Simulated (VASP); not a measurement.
# CsB3N3 (P1) in VASP: single point with PBE

Aim: the single point of CsB3N3 with PBE.

Everything below comes from runs of VASP 6.6.1. Logs are shortened: lines on timing, memory, paths and dates and some standing lists are left out, and cuts for length are marked.

### Step 1. The cell of the first run

The typed cell holds 7 atoms: a = 4.371 Å, b = 4.370 Å, c = 9.954 Å, α = 89.73°, β = 91.38°, γ = 120.01°.

### Step 2. Single point, PBE

Input file INCAR:

```
ALGO = Normal
EDIFF = 1E-6
ENCUT = 520
GGA = PE
ISIF = 2
ISMEAR = 0
LASPH = True
LCHARG = False
LREAL = False
LWAVE = False
NBANDS = 26
NELM = 60
PREC = Accurate
SIGMA = 0.2
```

Input file KPOINTS:

```
k-points
0
Gamma
  6 6 2
```

Input file POSCAR:

```
CsB3N3
1.0
    4.3703875332     -0.0002930749     -0.0539517635
   -2.1855326153      3.7846991865      0.0108146727
   -0.1176318102     -0.0419805066      9.9535086727
Cs B N
1 3 3
Direct
    0.0057578979     -0.0064186648      0.4984765595
    0.3323641221      0.6677689506      0.0002938790
    0.6657598337      0.3344129841      0.0003144834
   -0.0010008247      0.0010043857      0.0002617741
    0.3323516925      0.0011061957      0.0001289569
    0.9990579188      0.3343545403      0.0002586572
    0.6657093598      0.6677716083      0.0002656900
```

Potentials or basis: VASP PAW PBE potentials, release 64 (Cs_sv, B, N).

Started as:

```sh
$ cat potpaw_PBE.64/Cs_sv/POTCAR potpaw_PBE.64/B/POTCAR potpaw_PBE.64/N/POTCAR > POTCAR
$ mpirun -np 1 vasp_std > vasp.out
```

OUTCAR:

```text
EDIFF = 1E-6
   ENCUT = 520
   GGA = PE
   ISIF = 2
   ISMEAR = 0
   LASPH = True
   LREAL = False
   NELM = 60
   PREC = Accurate

 ion  position               nearest neighbor table
   1  0.006  0.994  0.498-
   2  0.332  0.668  0.000-   6 1.46   5 1.46   7 1.46
   3  0.666  0.334  0.000-   5 1.46   6 1.46   7 1.46
   4  0.999  0.001  0.000-   7 1.46   6 1.46   5 1.46
   5  0.332  0.001  0.000-   3 1.46   4 1.46   2 1.46
   6  0.999  0.334  0.000-   4 1.46   2 1.46   3 1.46
   7  0.666  0.668  0.000-   4 1.46   2 1.46   3 1.46

  LATTYP: Found a triclinic cell.
 ALAT       =     4.3707205435
 B/A-ratio  =     0.9999324602
 C/A-ratio  =     2.2774945610
 COS(alpha) =     0.0047316611
 COS(beta)  =     0.0241589459
 COS(gamma) =     0.5001237178

  Lattice vectors:

 A1 = (   4.3703875332,  -0.0002930749,  -0.0539517635)
 A2 = (   2.1855326153,  -3.7846991865,  -0.0108146727)
 A3 = (   0.1176318102,   0.0419805066,  -9.9535086727)

Analysis of symmetry for initial positions (statically):
=====================================================================
 Subroutine PRICEL returns:
 Original cell was already a primitive cell.

 Routine SETGRP: Setting up the symmetry group for a
 triclinic supercell.

 Subroutine GETGRP returns: Found  1 space group operations
 (whereof  1 operations were pure point group operations)
 out of a pool of  2 trial point group operations.

The static configuration has the point symmetry C_1 .

Analysis of symmetry for dynamics (positions and initial velocities):
=====================================================================
 Subroutine PRICEL returns:
 Original cell was already a primitive cell.

 Routine SETGRP: Setting up the symmetry group for a
 triclinic supercell.

 Subroutine GETGRP returns: Found  1 space group operations
 (whereof  1 operations were pure point group operations)
 out of a pool of  2 trial point group operations.

The dynamic configuration has the point symmetry C_1 .

 Subroutine INISYM returns: Found  1 space group operations
 (whereof  1 operations are pure point group operations),
 and found     1 'primitive' translations

----------------------------------------------------------------------------------------

                                     Primitive cell

  volume of cell :     164.6037

  direct lattice vectors                    reciprocal lattice vectors
     4.370387533 -0.000293075 -0.053951763     0.228861793  0.132150432  0.003262083
    -2.185532615  3.784699187  0.010814673     0.000031482  0.264236786  0.001114833
    -0.117631810 -0.041980507  9.953508673     0.001240483  0.000429207  0.100483555

  length of vectors
     4.370720543  4.370425346  9.954292265     0.264295475  0.264239139  0.100492128

  position of ions in fractional coordinates (direct lattice)
     0.005757898  0.993581335  0.498476559
     0.332364122  0.667768951  0.000293879
     0.665759834  0.334412984  0.000314483
     0.998999175  0.001004386  0.000261774
     0.332351692  0.001106196  0.000128957
     0.999057919  0.334354540  0.000258657
     0.665709360  0.667771608  0.000265690

  ion indices of the primitive-cell ions
   primitive index   ion index
                 1           1
                 2           2
                 3           3
                 4           4
                 5           5
                 6           6
                 7           7

----------------------------------------------------------------------------------------

 KPOINTS: k-points

Automatic generation of k-mesh.
 Grid dimensions read from file:
 generate k-points for:    6    6    2

 Generating k-lattice:

  Cartesian coordinates                     Fractional coordinates (reciprocal lattice)
     0.038143632  0.022025072  0.000543680     0.166666667 -0.000000000  0.000000000
     0.000005247  0.044039464  0.000185805    -0.000000000  0.166666667 -0.000000000
     0.000620241  0.000214603  0.050241778     0.000000000 -0.000000000  0.500000000

  Length of vectors
     0.044049246  0.044039857  0.050246064

  Shift w.r.t. Gamma in fractional coordinates (k-lattice)
     0.000000000  0.000000000  0.000000000

 Subroutine IBZKPT returns following result:
 ===========================================

 Found     40 irreducible k-points:

 Following reciprocal coordinates:
            Coordinates               Weight
  0.000000  0.000000  0.000000      1.000000
  0.166667 -0.000000  0.000000      2.000000
  0.333333 -0.000000  0.000000      2.000000
  0.500000 -0.000000 -0.000000      1.000000
 -0.000000  0.166667  0.000000      2.000000
  0.166667  0.166667  0.000000      2.000000
[... 16 lines left out ...]
  0.333333 -0.000000  0.500000      2.000000
  0.500000 -0.000000  0.500000      1.000000
 [... further k-points ...]
   k-points           NKPTS =     40   k-points in BZ     NKDIM =     40   number of bands    NBANDS=     26
   number of dos      NEDOS =    301   number of ions     NIONS =      7
   total plane-waves  NPLWV = 103680
   dimension x,y,z NGX =    36 NGY =   36 NGZ =   80
   dimension x,y,z NGXF=    72 NGYF=   72 NGZF=  160
   ions per type =               1   3   3
   NGX,Y,Z   is equivalent  to a cutoff of  13.69, 13.69, 13.36 a.u.
   NGXF,Y,Z  is equivalent  to a cutoff of  27.39, 27.39, 26.72 a.u.
 SYSTEM =  unknown system
   PREC   = accura    normal or accurate (medium, high low for compatibility)
   ISTART =      0    job   : 0-new  1-cont  2-samecut
   ICHARG =      2    charge: 1-file 2-atom 10-const
   ISPIN  =      1    spin polarized calculation?
   LNONCOLLINEAR =      F non collinear calculations
   LSORBIT =      F    spin-orbit coupling
   LASPH  =      T    aspherical Exc in radial PAW
   ENCUT  =  520.0 eV  38.22 Ry    6.18 a.u.   8.13  8.13 18.51*2*pi/ulx,y,z
   NELM   =     60;   NELMIN=  2; NELMDL= -5     # of ELM steps
   EDIFF  = 0.1E-05   stopping-criterion for ELM
   LREAL  =      F    real-space projection
   EDIFFG = 0.1E-04   stopping-criterion for IOM
   NSW    =      0    number of steps for IOM
   IBRION =     -1    ionic relax: 0-MD 1-quasi-New 2-CG
   NFREE  =      0    steps in history (QN), initial steepest desc. (CG)
   ISIF   =      2    stress and relaxation
   ISYM   =      2    0-nonsym 1-usesym 2-fastsym
   POTIM  = 0.5000    time-step for ionic-motion
   TEBEG  =    0.0;   TEEND  =   0.0 temperature during run
   PSTRESS=    0.0 pullay stress
   NELECT =      33.0000    total number of electrons
   NUPDOWN=      -1.0000    fix difference up-down
   EMIN   =  10.00;   EMAX   =-10.00  energy-range for DOS
   EFERMI =   0.00;   METHOD = LEGACY
   ISMEAR =     0;   SIGMA  =   0.20  broadening in eV -4-tet -1-fermi 0-gaus
   EFERMI_NEDOS =   21; number of points for ismear=-14 and -15
   IALGO  =     38    algorithm
   IMIX   =      4    mixing-type and parameters
     AMIX     =   0.40;   BMIX     =  1.00
     AMIX_MAG =   1.60;   BMIX_MAG =  1.00
  volume/ion in A,a.u.               =      23.51       158.69
  Fermi-wavevector in a.u.,A,eV,Ry     =   0.958149  1.810639 12.490818  0.918049
  Thomas-Fermi vector in A             =   2.087230
   LORBIT       =      0    0 simple, 1 ext, 2 COOP (PROOUT), +10 PAW based schemes
   GGA     = PE    functional components
   LHFCALC =     F    Hartree Fock is set to
   AEXX    =    0.0000 exact exchange contribution
   IVDW    =     0    specifies the selected vdW correction
   LEPSILON=     F    determine dielectric tensor
   LRPA    =     F    only Hartree local field effects (RPA)
 non-spin polarized calculation
 Gauss-broadening in eV      SIGMA  =   0.20
  energy-cutoff  :      520.00
  volume of cell :      164.60
 maximum number of plane-waves:      4451
 NGX is ok and might be reduce to    36
   NGX = 17   NGY = 17   NGZ = 37

 number of electron      33.0000001 magnetization

 Free energy of the ion-electron system (eV)
  ---------------------------------------------------
  ext. energy  EPLUGINS =         0.00000000
  ---------------------------------------------------
  free energy    TOTEN  =       -53.22537498 eV

  energy without entropy =      -53.19469828  energy(sigma->0) =      -53.21003663

 E-fermi :   2.5314     XC(G=0):  -6.9217

 val. band max:        2.4816954481   @ k =   0.0000   0.3333   0.5000
 cond. band min:       2.5786857764   @ k =   0.0000   0.5000   0.0000
 fundamental gap:      0.0969903283
 Fermi energy:         2.5314018233

 k-point     1 :       0.0000    0.0000    0.0000
  band No.  band energies     occupation
      1     -21.6039      2.00000
      2     -18.7421      2.00000
      3     -15.1621      2.00000
      4     -15.1615      2.00000
      5      -8.9893      2.00000
      6      -8.9888      2.00000
[... 18 lines left out ...]
     25       7.1905      0.00000
     26       7.1926      0.00000

 k-point     2 :       0.1667   -0.0000    0.0000
  band No.  band energies     occupation
      1     -21.5858      2.00000
      2     -18.5672      2.00000
      3     -15.4679      2.00000
      4     -15.3441      2.00000
      5      -9.4447      2.00000
      6      -9.0368      2.00000
[... 18 lines left out ...]
     25       6.9162      0.00000
     26       6.9804      0.00000

 k-point     3 :       0.3333   -0.0000    0.0000
  band No.  band energies     occupation
      1     -21.5493      2.00000
      2     -18.0559      2.00000
      3     -16.2989      2.00000
      4     -15.6132      2.00000
      5      -9.8624      2.00000
      6      -8.6376      2.00000
[... 572 lines left out ...]
 k-point    23 :       0.3333   -0.0000    0.5000
  band No.  band energies     occupation
      1     -21.5493      2.00000
      2     -18.0559      2.00000
      3     -16.2989      2.00000
      4     -15.6132      2.00000
      5      -9.8624      2.00000
      6      -8.6377      2.00000
[... 18 lines left out ...]
     25       7.1883      0.00000
     26       7.6600      0.00000

 k-point    24 :       0.5000   -0.0000    0.5000
  band No.  band energies     occupation
      1     -21.5308      2.00000
      2     -17.2584      2.00000
      3     -17.2573      2.00000
      4     -15.7246      2.00000
      5     -10.0061      2.00000
      6      -8.8123      2.00000
[... 18 lines left out ...]
     25       7.1072      0.00000
     26       7.2411      0.00000

 [... further k-points ...]

------------------------ aborting loop because EDIFF is reached ----------------------------------------

  FORCE on cell =-STRESS in cart. coord.  units (eV):
  Direction    XX          YY          ZZ          XY          YZ          ZX
  --------------------------------------------------------------------------------------
  -------------------------------------------------------------------------------------
  Total       -0.0295598      0.0063703     -0.0633837      0.0153403     -0.0015273     -0.0035629
  in kB       -0.2877215      0.0620061     -0.6169480      0.1493155     -0.0148662     -0.0346799
  external PRESSURE =      -0.2808878 kB  Pullay stress =       0.0000000 kB

 VOLUME and BASIS-vectors are now :
 -----------------------------------------------------------------------------
  energy-cutoff  :      520.00
  volume of cell :      164.60
      direct lattice vectors                 reciprocal lattice vectors
     4.370387533 -0.000293075 -0.053951763     0.228861793  0.132150432  0.003262083
    -2.185532615  3.784699187  0.010814673     0.000031482  0.264236786  0.001114833
    -0.117631810 -0.041980507  9.953508673     0.001240483  0.000429207  0.100483555

 POSITION                                       TOTAL-FORCE (eV/Angst)
 -----------------------------------------------------------------------------------
     -2.20498      3.73948      4.97203        -0.000180      0.000209      0.000741
     -0.00691      2.52719     -0.00778         0.004384     -0.003480     -0.010471
      2.17872      1.26544     -0.02917        -0.004805      0.002365     -0.013032
      4.36379      0.00350     -0.05128         0.002410      0.011714     -0.008600
      1.45007      0.00408     -0.01664        -0.004042     -0.007120      0.012966
      3.63550      1.26513     -0.04771        -0.003311     -0.000364      0.008763
      1.44994      2.52711     -0.02605         0.005545     -0.003324      0.009633
 -----------------------------------------------------------------------------------
    total drift:                               -0.000103      0.000196     -0.000323

  FREE ENERGIE OF THE ION-ELECTRON SYSTEM (eV)
  ---------------------------------------------------
  free  energy   TOTEN  =       -53.2253749757 eV

  energy  without entropy=      -53.1946982818  energy(sigma->0) =      -53.21003663
```

Wall time 90 s (1 thread of Intel Xeon 6975P-C (Granite Rapids), shared host); peak memory 0.38 GiB.

What came out:

- Free energy: -53.2254 eV
- Pressure: 0.0 GPa
- Largest force: 0.015 eV/Å

Forces on the atoms (eV/Å):
```
Cs   0.000  0.000  0.001
B    0.004 -0.003 -0.010
B   -0.005  0.002 -0.013
B    0.002  0.012 -0.009
N   -0.004 -0.007  0.013
N   -0.003  0.000  0.009
N    0.006 -0.003  0.010
```

Levels at points of the mesh, in eV from the Fermi level:
```csv
k point,band 13,band 14,band 15,band 16,band 17,band 18,band 19,band 20
"(0.00, 0.00, 0.00)",-5.11,-5.10,-3.74,-3.74,-1.60,0.62,0.86,0.88
"(0.50, 0.00, 0.00)",-7.63,-6.88,-6.87,-4.63,0.05,0.73,0.97,1.87
"(0.00, 0.50, 0.00)",-7.63,-6.88,-6.87,-4.63,0.05,0.73,0.98,1.87
"(0.50, 0.50, 0.00)",-7.64,-6.88,-6.87,-4.63,0.05,0.73,0.98,1.87
"(0.00, 0.00, 0.50)",-5.11,-5.10,-3.74,-3.74,-1.45,0.18,0.84,0.88
"(0.50, 0.00, 0.50)",-7.63,-6.88,-6.87,-4.63,0.07,0.59,0.98,2.13
"(0.00, 0.50, 0.50)",-7.63,-6.88,-6.87,-4.63,0.07,0.59,0.98,2.13
"(0.50, 0.50, 0.50)",-7.64,-6.88,-6.87,-4.63,0.07,0.59,0.98,2.13
```

Caveat: spin-orbit coupling is left out, which moves the levels of the heavy elements.
